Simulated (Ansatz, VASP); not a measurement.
# One calculation of Pt, two programs

```
CELL_PARAMETERS angstrom
-1.57432 1.57432 1.58422
1.57432 -1.57432 1.58422
1.59412 1.59412 -1.58422
ATOMIC_POSITIONS crystal
Pt 0.00000 0.00000 0.00000
```

Change from the starting cell: strain +0.0125 x Voigt [0, 0, 0, 0, 0, 1], atoms carried along.

Alike in both runs: task single point; functional PBE; k mesh 22 × 22 × 22; occupations gaussian, width 0.15 eV; no spin polarisation.

|  | VASP | Ansatz |
| --- | --- | --- |
| version | VASP 6.6.1 | Ansatz 0.2.0 |
| potentials or method | VASP PAW PBE potentials, release 64 (Pt), cutoff 520 eV | scalar-relativistic, plane waves, PAW |
| valence electrons in the cell | 10 | 18 |

|  | VASP | Ansatz | Ansatz less VASP |
| --- | --- | --- | --- |
| gap on the k mesh at the Fermi level (eV) | none | none | - |
| pressure (GPa) | -1.4 | -1.0 | +0.45 |
| traceless stress, the component that is largest in VASP (GPa) | -1.85 | -1.87 | -0.018 |

A gap of «none» marks a metal or a gap that the smearing closes. VASP's potentials hold 10 valence electrons a cell and Ansatz's 18, so a difference there can come from the potentials and not from the codes.

Spin-orbit coupling is off throughout.
